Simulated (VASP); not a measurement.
Zr:

```
Zr
1.0
    -1.82199    1.82199    1.82199
     1.82199   -1.82199    1.82199
     1.82199    1.82199   -1.82199
Zr
1
Direct
  0.00000 0.00000 0.00000
```

Base run:

```yaml
Program: VASP 6.6.1
Functional: r2SCAN
Potentials_or_basis: VASP PAW PBE potentials, release 64 (Zr_sv)
Cutoff: 550 eV
k_mesh: 10 × 10 × 10
Occupations: fermi-dirac, width 0.05 eV
Spin: no spin polarisation
```

Its results: band gap on the k mesh zero (band 6 reaches 9.61 eV, above the bottom of band 7 at 7.59 eV); pressure -4.2 GPa.

Problem. After a change of settings the same cell gave: band gap on the k mesh zero (band 6 reaches 9.16 eV, above the bottom of band 7 at 7.43 eV); pressure -10.9 GPa. Which change was it?
A. functional from r2SCAN to LDA; potentials or basis from VASP PAW PBE potentials, release 64 (Zr_sv) to VASP PAW LDA potentials, release 64 (Zr_sv); cutoff from 550 eV to 500 eV
B. functional from r2SCAN to RPBE; cutoff from 550 eV to 500 eV
C. functional from r2SCAN to PBEsol; cutoff from 550 eV to 500 eV
D. functional from r2SCAN to PBE; cutoff from 550 eV to 520 eV; further incar settings from ALGO = Normal; EDIFF = 1e-06; NBANDS = 12 to ALGO = Normal; EDIFF = 1e-07; NBANDS = 12

Solution. A.

Caveats: the PAW data sets were made with another functional, which shifts forces and pressure a little (some runs).
